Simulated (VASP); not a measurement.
Wanted: the native input for a VASP 6.6.1 run.

```
Task                   : relaxation of cell and atoms
Functional             : PBE
Potentials or basis    : VASP PAW PBE potentials, release 64 (Pb_d, F)
Cutoff                 : 600 eV
k mesh                 : 8 × 8 × 8
Occupations            : fermi-dirac, width 0.02 eV
Spin                   : no spin polarisation
Dipole correction      : no
Further INCAR settings : ALGO = Normal; EDIFF = 1e-06; IBRION = 2; EDIFFG = -0.005; NSW = 80; ISIF = 3
```

The structure of PbF2 lies in POSCAR:

```
PbF2
1.0
    0.0000000000      2.4059029803      2.4059029803
    2.4059029803      0.0000000000      2.4059029803
    2.4059029803      2.4059029803      0.0000000000
Pb F
1 2
Direct
    0.0000000000      0.0000000000      0.0000000000
    0.2500000000      0.2500000000      0.2500000000
    0.7500000000      0.7500000000      0.7500000000
```

One way to write it, as run:

INCAR

```
PREC = Accurate
ENCUT = 600
EDIFF = 1E-6
ISMEAR = -1
SIGMA = 0.02
LREAL = F
LASPH = T
NELM = 60
ALGO = Normal
ISIF = 3
LWAVE = F
LCHARG = F
GGA = PE
IBRION = 2
NSW = 80
EDIFFG = -0.005
```

KPOINTS

```
Automatic mesh
0
Gamma
  8 8 8
```

Potentials or basis: VASP PAW PBE potentials, release 64 (Pb_d, F).

Command:

```console
$ cat potpaw_PBE.64/Pb_d/POTCAR potpaw_PBE.64/F/POTCAR > POTCAR
$ mpirun -np 1 vasp_std > vasp.out
```

It gave:

The relaxed volume is 16.64 Å³/atom, the relaxed cell is a = 4.133 Å, b = 4.133 Å, c = 4.133 Å, α = 60.00°, β = 60.00°, γ = 60.00° and the space group after relaxing (to 0.1 Å) is Fm-3m (No. 225). The pressure after relaxing is 0.0 GPa and the band gap on the k mesh is 4.42 eV (least direct gap 4.57 eV).

Caveat: the volume moved by over 15 % at a fixed basis, so the end points are rough; spin-orbit coupling is left out, which moves the levels of the heavy elements.

Run time: 85 s on 1 thread of Intel(R) Xeon(R) 6975P-C (Granite Rapids) (shared host), peak memory 0.15 GiB.
